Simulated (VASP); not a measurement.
# CdS (P3m1) in VASP: further runs

Runs on CdS. Level: PBEsol. Tasks: single point.

All numbers are computed with VASP 6.6.1; they aren't measurements. Logs are shortened: lines on timing, memory, paths and dates and some standing lists are left out, and cuts for length are marked.

### 1 The cell of the first run

Symmetry: P3m1, No. 156, trigonal system. Conventional cell: a = 4.498 Å, b = 4.498 Å, c = 5.208 Å, α = 90.00°, β = 90.00°, γ = 120.00°. Within 3.4 Å of Cd (site symmetry 3m) lie 3 S at 2.60 Å. S (site symmetry 3m) has 3 Cd at 2.60 Å within 3.4 Å.

### 2 Single point, PBEsol

Contents of INCAR:

```
PREC = Accurate
ENCUT = 520
EDIFF = 1E-6
ISMEAR = 0
SIGMA = 0.05
LREAL = F
LASPH = T
NELM = 60
ALGO = Normal
ISIF = 2
LWAVE = F
LCHARG = F
GGA = PS
NBANDS = 16
```

Contents of KPOINTS:

```
Automatic mesh
0
Gamma
  9 9 6
```

Contents of POSCAR:

```
CdS
1.0
    4.4983769332      0.0000000000      0.0000000000
   -2.2491884666      3.8957086999      0.0000000000
    0.0000000000      0.0000000000      5.2081837069
Cd S
1 1
Direct
    0.0000000000      0.0000000000      0.4426919200
    0.6666666667      0.3333333333      0.4343080800
```

Potentials or basis: VASP PAW PBE potentials, release 64 (Cd, S).

Command:

```sh
$ cat potpaw_PBE.64/Cd/POTCAR potpaw_PBE.64/S/POTCAR > POTCAR
$ mpirun -np 1 vasp_std > vasp.out
```

OUTCAR:

```text
PREC = Accurate
   ENCUT = 520
   EDIFF = 1E-6
   ISMEAR = 0
   LREAL = F
   LASPH = T
   NELM = 60
   ISIF = 2
   GGA = PS

 ion  position               nearest neighbor table
   1  0.000  0.000  0.443-   2 2.60   2 2.60   2 2.60
   2  0.667  0.333  0.434-   1 2.60   1 2.60   1 2.60

  LATTYP: Found a hexagonal cell.
 ALAT       =     4.4983769332
 C/A-ratio  =     1.1577917512

  Lattice vectors:

 A1 = (   4.4983769332,   0.0000000000,   0.0000000000)
 A2 = (  -2.2491884666,   3.8957086999,   0.0000000000)
 A3 = (   0.0000000000,   0.0000000000,   5.2081837069)

Analysis of symmetry for initial positions (statically):
=====================================================================
 Subroutine PRICEL returns:
 Original cell was already a primitive cell.

 Routine SETGRP: Setting up the symmetry group for a
 hexagonal supercell.

 Subroutine GETGRP returns: Found  6 space group operations
 (whereof  6 operations were pure point group operations)
 out of a pool of 24 trial point group operations.

The static configuration has the point symmetry C_3v.

Analysis of symmetry for dynamics (positions and initial velocities):
=====================================================================
 Subroutine PRICEL returns:
 Original cell was already a primitive cell.

 Routine SETGRP: Setting up the symmetry group for a
 hexagonal supercell.

 Subroutine GETGRP returns: Found  6 space group operations
 (whereof  6 operations were pure point group operations)
 out of a pool of 24 trial point group operations.

The dynamic configuration has the point symmetry C_3v.

 Subroutine INISYM returns: Found  6 space group operations
 (whereof  6 operations are pure point group operations),
 and found     1 'primitive' translations

----------------------------------------------------------------------------------------

                                     Primitive cell

  volume of cell :      91.2701

  direct lattice vectors                    reciprocal lattice vectors
     4.498376933  0.000000000  0.000000000     0.222302403  0.128346352  0.000000000
    -2.249188467  3.895708700  0.000000000     0.000000000  0.256692704  0.000000000
     0.000000000  0.000000000  5.208183707     0.000000000  0.000000000  0.192005516

  length of vectors
     4.498376933  4.498376933  5.208183707     0.256692704  0.256692704  0.192005516

[... 73 lines left out ...]
   ICHARG =      2    charge: 1-file 2-atom 10-const
   ISPIN  =      1    spin polarized calculation?
   LNONCOLLINEAR =      F non collinear calculations
   LSORBIT =      F    spin-orbit coupling
   LASPH  =      T    aspherical Exc in radial PAW
   ENCUT  =  520.0 eV  38.22 Ry    6.18 a.u.   8.36  8.36  9.68*2*pi/ulx,y,z
   NELM   =     60;   NELMIN=  2; NELMDL= -5     # of ELM steps
   EDIFF  = 0.1E-05   stopping-criterion for ELM
   LREAL  =      F    real-space projection
   EDIFFG = 0.1E-04   stopping-criterion for IOM
   NSW    =      0    number of steps for IOM
   IBRION =     -1    ionic relax: 0-MD 1-quasi-New 2-CG
   NFREE  =      0    steps in history (QN), initial steepest desc. (CG)
   ISIF   =      2    stress and relaxation
   ISYM   =      2    0-nonsym 1-usesym 2-fastsym
   POTIM  = 0.5000    time-step for ionic-motion
   TEBEG  =    0.0;   TEEND  =   0.0 temperature during run
   PSTRESS=    0.0 pullay stress
   NELECT =      18.0000    total number of electrons
   NUPDOWN=      -1.0000    fix difference up-down
   EMIN   =  10.00;   EMAX   =-10.00  energy-range for DOS
   EFERMI =   0.00;   METHOD = LEGACY
   ISMEAR =     0;   SIGMA  =   0.05  broadening in eV -4-tet -1-fermi 0-gaus
   EFERMI_NEDOS =   21; number of points for ismear=-14 and -15
   IALGO  =     38    algorithm
   IMIX   =      4    mixing-type and parameters
     AMIX     =   0.40;   BMIX     =  1.00
     AMIX_MAG =   1.60;   BMIX_MAG =  1.00
  volume/ion in A,a.u.               =      45.64       307.96
  Fermi-wavevector in a.u.,A,eV,Ry     =   0.952919  1.800756 12.354841  0.908055
  Thomas-Fermi vector in A             =   2.081527
   LORBIT       =      0    0 simple, 1 ext, 2 COOP (PROOUT), +10 PAW based schemes
   GGA     = PS    functional components
   LHFCALC =     F    Hartree Fock is set to
   AEXX    =    0.0000 exact exchange contribution
   IVDW    =     0    specifies the selected vdW correction
   LEPSILON=     F    determine dielectric tensor
   LRPA    =     F    only Hartree local field effects (RPA)
 non-spin polarized calculation
 Gauss-broadening in eV      SIGMA  =   0.05
  energy-cutoff  :      520.00
  volume of cell :       91.27
 maximum number of plane-waves:      2485
 NGX is ok and might be reduce to    36

 number of electron      17.9999997 magnetization

 Free energy of the ion-electron system (eV)
  ---------------------------------------------------
  ext. energy  EPLUGINS =         0.00000000
  ---------------------------------------------------
  free energy    TOTEN  =        -5.87860681 eV

  energy without entropy =       -5.87860681  energy(sigma->0) =       -5.87860681

 E-fermi :  -1.7747     XC(G=0):  -6.4031

 val. band max:       -2.0520594845   @ k =   0.3333   0.3333   0.0000
 cond. band min:      -1.4617931382   @ k =   0.0000   0.0000   0.0000
 fundamental gap:      0.5902663462
 Fermi energy:        -1.7747196149

 k-point     1 :       0.0000    0.0000    0.0000
  band No.  band energies     occupation
      1     -13.2847      2.00000
      2      -9.6510      2.00000
      3      -9.6510      2.00000
      4      -9.3712      2.00000
      5      -9.3712      2.00000
      6      -9.2440      2.00000
[... 433 lines left out ...]
      3      -9.5280      2.00000
      4      -9.4082      2.00000
      5      -9.3790      2.00000
      6      -9.1415      2.00000
[... 8 lines left out ...]
     15       7.4850      0.00000
     16       8.8143      0.00000

 [... further k-points ...]
[... 5 lines left out ...]
  --------------------------------------------------------------------------------------
  -------------------------------------------------------------------------------------
  Total       -4.1122253     -4.1122253      0.0235560      0.0000000      0.0000000      0.0000000
  in kB      -72.1869801    -72.1869801      0.4135080      0.0000000      0.0000000      0.0000000
  external PRESSURE =     -47.9868174 kB  Pullay stress =       0.0000000 kB

 VOLUME and BASIS-vectors are now :
 -----------------------------------------------------------------------------
  energy-cutoff  :      520.00
  volume of cell :       91.27
      direct lattice vectors                 reciprocal lattice vectors
     4.498376933  0.000000000  0.000000000     0.222302403  0.128346352  0.000000000
    -2.249188467  3.895708700  0.000000000     0.000000000  0.256692704  0.000000000
     0.000000000  0.000000000  5.208183707     0.000000000  0.000000000  0.192005516

 POSITION                                       TOTAL-FORCE (eV/Angst)
 -----------------------------------------------------------------------------------
      0.00000      0.00000      2.30562         0.000000     -0.000000     -0.031014
      2.24919      1.29857      2.26196        -0.000000      0.000000      0.031014
 -----------------------------------------------------------------------------------
    total drift:                                0.000000     -0.000000      0.000074

  FREE ENERGIE OF THE ION-ELECTRON SYSTEM (eV)
  ---------------------------------------------------
  free  energy   TOTEN  =        -5.8786068087 eV

  energy  without entropy=       -5.8786068087  energy(sigma->0) =       -5.87860681
```

It took 28 s on 1 thread of Intel Xeon 6975P-C (Granite Rapids), shared host; peak memory 0.26 GiB.

Results:

```yaml
Free_energy: -5.8786 eV
Pressure: -4.8 GPa
Largest_force: 0.031 eV/Å
Band_gap_on_the_k_mesh: 0.59 eV, indirect (least direct gap 0.96 eV)
```

Forces in eV/Å, atoms in the order of the input:
```
Cd   0.000  0.000 -0.031
S    0.000  0.000  0.031
```

Stress tensor (GPa, compression positive):
```
-7.22  0.00  0.00
 0.00 -7.22  0.00
 0.00  0.00  0.04
```

Caveat: the PAW data sets were made with another functional, which shifts forces and pressure a little.

### 3 Single point, PBEsol

This run uses another cell than the first one, of the same volume but with other edges.

Contents of INCAR:

```
SYSTEM = CdS
PREC = Accurate
ENCUT = 520
EDIFF = 1E-6
ISMEAR = 0
SIGMA = 0.05
LREAL = .False.
LASPH = .True.
NELM = 100
ALGO = Normal
ISIF = 2
LWAVE = .False.
LCHARG = .True.
GGA = PS
LELF = .True.
LVHAR = .True.
NBANDS = 16
```

Contents of KPOINTS:

```
Automatic mesh
0
Gamma
  9 9 6
  0 0 0
```

Contents of POSCAR:

```
CdS
1.0
    4.0099141072      0.0000000000      0.0000000000
   -2.0049570536      3.4726874838      0.0000000000
    0.0000000000      0.0000000000      6.5543230253
Cd S
1 1
Direct
    0.0000000000      0.0000000000      0.4426919200
    0.6666666667      0.3333333333      0.4343080800
```

Potentials or basis: VASP PAW PBE potentials, release 64 (Cd, S).

Command:

```sh
$ cat potpaw_PBE.64/Cd/POTCAR potpaw_PBE.64/S/POTCAR > POTCAR
$ mpirun -np 1 vasp_std > vasp.out
```

Run time: 43 s. Hardware: 1 thread of Intel Xeon 6975P-C (Granite Rapids), shared host; peak memory 0.25 GiB.

The run converged. Its results:

```
Free energy            : -6.0093 eV
Pressure               : 4.9 GPa
Largest force          : 0.051 eV/Å
Band gap on the k mesh : 1.81 eV, indirect (the least direct gap lies 0.7 meV higher)
```

Forces in eV/Å, atoms in the order of the input:
```
Cd   0.000  0.000  0.051
S    0.000  0.000 -0.051
```

Stress tensor (GPa, compression positive):
```
 7.37  0.00  0.00
 0.00  7.37  0.00
 0.00  0.00 -0.02
```

Levels at points of the mesh, in eV from the valence-band top:
```
           k point  band 6  band 7  band 8  band 9  band 10  band 11  band 12  band 13
(0.00, 0.00, 0.00)   -7.25   -2.04    0.00    0.00     1.81     5.01     6.53     6.89
(0.00, 0.00, 0.50)   -7.25   -2.11    0.00    0.00     2.02     4.74     6.90     6.90
```

Caveat: the PAW data sets were made with another functional, which shifts forces and pressure a little.

### 4 Single point, PBEsol

This run uses another cell than the first one, of the same volume but with other edges.

Contents of INCAR:

```
SYSTEM = CdS
  PREC = Accurate
  ENCUT = 520
  EDIFF = 1E-6
  ISMEAR = 0
  SIGMA = 0.05
  LREAL = .FALSE.
  LASPH = .TRUE.
  NELM = 80
  ALGO = Normal
  ISIF = 2
  LWAVE = .FALSE.
  LCHARG = .FALSE.
  GGA = PS
  NBANDS = 16
```

Contents of KPOINTS:

```
regular mesh
0
G
  9 9 6
  0 0 0
```

Contents of POSCAR:

```
CdS
1.0
    4.3812652098      0.0000000000      0.0000000000
   -2.1906326049      3.7942869724      0.0000000000
    0.0000000000      0.0000000000      5.4903356494
Cd S
1 1
Direct
    0.0000000000      0.0000000000      0.4426919200
    0.6666666667      0.3333333333      0.4343080800
```

Command:

```sh
$ cat potpaw_PBE.64/Cd/POTCAR potpaw_PBE.64/S/POTCAR > POTCAR
$ mpirun -np 1 vasp_std > vasp.out
```

Run time: 38 s. Hardware: 1 thread of Intel Xeon 6975P-C (Granite Rapids), shared host; peak memory 0.27 GiB.

It converged, with:

```
Free energy            : -6.0637 eV
Pressure               : -3.3 GPa
Largest force          : 0.027 eV/Å
Band gap on the k mesh : 1.01 eV, indirect (least direct gap 1.20 eV)
```

Forces on the atoms (eV/Å):
```
Cd   0.000  0.000 -0.027
S    0.000  0.000  0.027
```

Stress tensor (GPa, compression positive):
```
-4.95  0.00  0.00
 0.00 -4.95  0.00
 0.00  0.00  0.01
```

Levels at points of the mesh, in eV from the valence-band top:
| k point | band 6 | band 7 | band 8 | band 9 | band 10 | band 11 | band 12 | band 13 |
| --- | --- | --- | --- | --- | --- | --- | --- | --- |
| (0.00, 0.00, 0.00) | -7.02 | -0.85 | -0.19 | -0.19 | 1.01 | 5.79 | 6.59 | 6.59 |
| (0.00, 0.00, 0.50) | -7.01 | -1.16 | -0.18 | -0.18 | 1.32 | 5.02 | 6.68 | 6.68 |

Caveat: the PAW data sets were made with another functional, which shifts forces and pressure a little. A k mesh can miss the band edges.

### 5 Single point, PBEsol

This run uses another cell than the first one, of the same volume but with other edges.

Contents of INCAR:

```
ALGO = Normal
EDIFF = 1E-6
ENCUT = 520
GGA = PS
ISIF = 2
ISMEAR = 0
LASPH = T
LCHARG = F
LREAL = F
LWAVE = F
NBANDS = 16
NELM = 100
PREC = Accurate
SIGMA = 0.05
```

Contents of KPOINTS:

```
k-points
0
Gamma
  9 9 6
```

Contents of POSCAR:

```
CdS
1.0
    4.1279198581      0.0000000000      0.0000000000
   -2.0639599291      3.5748834619      0.0000000000
    0.0000000000      0.0000000000      6.1849396674
Cd S
1 1
Direct
    0.0000000000      0.0000000000      0.4426919200
    0.6666666667      0.3333333333      0.4343080800
```

Command:

```sh
$ cat potpaw_PBE.64/Cd/POTCAR potpaw_PBE.64/S/POTCAR > POTCAR
$ mpirun -np 1 vasp_std > vasp.out
```

It took 34 s on 1 thread of Intel Xeon 6975P-C (Granite Rapids), shared host; peak memory 0.26 GiB.

It converged, with:

```yaml
Free_energy: -6.1687 eV
Pressure: 1.6 GPa
Largest_force: 0.011 eV/Å
Band_gap_on_the_k_mesh: 1.65 eV, indirect (the least direct gap lies 1.6 meV higher)
```

Forces on the atoms (eV/Å):
```
Cd   0.000  0.000  0.011
S    0.000  0.000 -0.011
```

Stress tensor (GPa, compression positive):
```
 2.41  0.00  0.00
 0.00  2.41  0.00
 0.00  0.00 -0.02
```

Levels at points of the mesh, in eV from the valence-band top:
```
           k point  band 7  band 8  band 9  band 10  band 11  band 12
(0.00, 0.00, 0.00)   -1.54    0.00    0.00     1.65     5.34     6.78
(0.00, 0.00, 0.50)   -1.66    0.00    0.00     1.87     4.98     6.92
```

Caveat: the PAW data sets were made with another functional, which shifts forces and pressure a little. A k mesh can miss the band edges.

[end of part 1 of 2]
